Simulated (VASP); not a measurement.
Runs of VASP 6.6.1 on LiCl. Symmetry: P6_3mc, No. 186, hexagonal system. The conventional cell has a = 3.925 Å, b = 3.925 Å, c = 6.357 Å, α = 90.00°, β = 90.00°, γ = 120.00°. Li (site symmetry 3m) has 4 Cl at 2.40 Å within 3.2 Å. Cl (site symmetry 3m) has 4 Li at 2.40 Å within 3.2 Å. 

| k mesh | gap on the mesh (eV) | largest force (eV/Å) |
| --- | --- | --- |
| 8 × 8 × 5 | 5.53 | 0.02 |
| 5 × 5 × 3 | 5.53 | 0.02 |
| 2 × 2 × 1 | 5.49 | 0.12 |
| 7 × 7 × 4 | 5.53 | 0.02 |
| 3 × 3 × 2 | (a) | 0.02 |
| 4 × 4 × 2 | 5.53 | 0.02 |

Alike in all rows: task single point; level LDA; potentials or basis VASP PAW LDA potentials, release 64 (Li_sv, Cl); no spin polarisation; cell as given; cutoff (eV) 520; smearing gaussian 0.01 eV.

Question: Estimate the missing entries.

Answer: (a) 5.52.

Caveats: some runs use coarse meshes.

A k mesh can miss the band edges.
